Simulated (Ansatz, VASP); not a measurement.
## Two plane-wave programs on GaN

File INCAR:

```
SYSTEM = GaN
  PREC = Accurate
  ENCUT = 600
  EDIFF = 1E-6
  ISMEAR = 0
  SIGMA = 0.01
  LREAL = .FALSE.
  LASPH = .TRUE.
  NELM = 120
  ALGO = Normal
  ISIF = 2
  LWAVE = .FALSE.
  LCHARG = .TRUE.
  GGA = PE
  LELF = .TRUE.
  LVHAR = .TRUE.
  NBANDS = 16
  GGA_COMPAT = .FALSE.
```

KPOINTS

```
regular mesh
0
G
  5 5 5
  0 0 0
```

The input POSCAR:

```
GaN
1.0
    0.0000000000      2.2535010000      2.2535010000
    2.2535010000      0.0000000000      2.2535010000
    2.2535010000      2.2535010000      0.0000000000
Ga N
1 1
Direct
    0.0000000000      0.0000000000      0.0000000000
    0.7500000000      0.7500000000      0.7500000000
```

Input for Ansatz:

```yaml
crystal:
  lattice:
    - [0.0, 2.253501, 2.253501]
    - [2.253501, 0.0, 2.253501]
    - [2.253501, 2.253501, 0.0]
  atoms:
    - { symbol: Ga, position: [0.0, 0.0, 0.0] }
    - { symbol: "N", position: [0.75, 0.75, 0.75] }
basis:
  ecutwfc: 462.593566181796
kpoints:
  mp_grid:
    grid: [5, 5, 5]
  band_path:
    path:
      - [0.0, 0.0, 0.0]
      - [0.0, -0.01434623293650117, -0.01434623293650117]
      - [0.0, 0.01434623293650117, 0.01434623293650117]
      - [-0.01434623293650117, 0.0, -0.01434623293650117]
      - [0.01434623293650117, 0.0, 0.01434623293650117]
      - [-0.01434623293650117, -0.01434623293650117, 0.0]
      - [0.01434623293650117, 0.01434623293650117, 0.0]
      - [0.01434623293650117, 0.01434623293650117, 0.02869246587300234]
      - [-0.01434623293650117, 0.01434623293650117, 0.0]
      - [0.01434623293650117, -0.01434623293650117, 0.0]
      - [-0.01434623293650117, -0.01434623293650117, -0.02869246587300234]
      - [0.01434623293650117, 0.02869246587300234, 0.01434623293650117]
      - [-0.01434623293650117, 0.0, 0.01434623293650117]
      - [0.01434623293650117, 0.0, -0.01434623293650117]
      - [-0.01434623293650117, -0.02869246587300234, -0.01434623293650117]
      - [0.02869246587300234, 0.01434623293650117, 0.01434623293650117]
      - [0.0, -0.01434623293650117, 0.01434623293650117]
      - [0.0, 0.01434623293650117, -0.01434623293650117]
      - [-0.02869246587300234, -0.01434623293650117, -0.01434623293650117]
    npoints: 1
hamiltonian:
  xc: pbe
  pseudopotentials:
    kind: paw
scf:
  occupations:
    method: fixed
```

Alike in both runs: task single point; functional PBE; k mesh 5 × 5 × 5; no spin polarisation.

```csv
,VASP,Ansatz
version,VASP 6.6.1,Ansatz 0.2.0
potentials or method,"VASP PAW PBE potentials, release 64 (Ga_d, N), cutoff 600 eV","plane waves, PAW"
occupations,"gaussian, width 0.01 eV",fixed
valence electrons in the cell,18,18
```

```tsv
	VASP	Ansatz	Ansatz less VASP
gap on the k mesh at the Fermi level (eV)	1.72	1.71	-0.006
```

The k mesh is coarse, so the values compare programs but aren't converged.
